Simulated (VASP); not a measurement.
Here is a VASP 6.6.1 calculation.

INCAR

```
SYSTEM = CdSiP2
ALGO = Normal ; EDIFF = 1E-6
ENCUT = 500 ; GGA = PS
GGA_COMPAT = .False. ; ISIF = 2
ISMEAR = -1 ; LASPH = .True.
LCHARG = .False. ; LREAL = .False.
LWAVE = .False. ; NBANDS = 36
NELM = 120 ; PREC = Accurate
SIGMA = 0.02
```

KPOINTS

```
k-points
0
Gamma
  6 6 6
  0 0 0
```

The input POSCAR:

```
CdSiP2
1.0
   -2.8220075087      2.8220075087      5.2504041426
    2.8220075087     -2.8220075087      5.2504041426
    2.8220075087      2.8220075087     -5.2504041426
Cd Si P
2 2 4
Direct
    0.7500000000      0.2500000000      0.5000000000
    0.0000000000      0.0000000000      0.0000000000
    0.5000000000      0.5000000000      0.0000000000
    0.2500000000      0.7500000000      0.5000000000
    0.8750000000      0.8323336651      0.4573336651
    0.1676663349      0.6250000000      0.0426663349
    0.3750000000      0.4176663349      0.5426663349
    0.5823336651      0.1250000000      0.9573336651
```

Potentials or basis: VASP PAW PBE potentials, release 64 (Cd, Si, P).

Launch:

```console
$ cat potpaw_PBE.64/Cd/POTCAR potpaw_PBE.64/Si/POTCAR potpaw_PBE.64/P/POTCAR > POTCAR
$ mpirun -np 1 vasp_std > vasp.out
```

(1) Estimate the largest force.

(2) What does it give for the band gap on the k mesh?

Answers

(1) 0.034 eV/Å.

(2) 1.24 eV.

Caveat: the PAW data sets were made with another functional, which shifts forces and pressure a little.
